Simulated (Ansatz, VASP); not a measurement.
Zr in VASP and in Ansatz

```
CELL_PARAMETERS angstrom
9.03600 0.00000 0.00000
0.00000 9.13640 0.00000
0.00000 0.00000 9.23680
ATOMIC_POSITIONS crystal
Zr 0.52100 0.51050 0.49300
```

Alike in both runs: task single point; functional PBE; k mesh 1 × 1 × 1; occupations fermi-dirac, width 0.1 eV; collinear spin.

```csv
,VASP,Ansatz
version,VASP 6.6.1,Ansatz development build ahead of 0.2.0
potentials or method,"VASP PAW PBE potentials, release 64 (Zr_sv)","PAW (an earlier, plane waves, scalar-relativistic"
plane-wave cutoff (eV),400,420
```

```csv
,VASP,Ansatz,Ansatz less VASP
net moment per atom (μB),3.51,3.49,-0.024
size of the moment on the site where the two differ most (μB),1.94,3.47,+1.535
```

Site moments also hang on the region over which each program counts them. Ansatz's warnings: reached outside group, stability check not made.
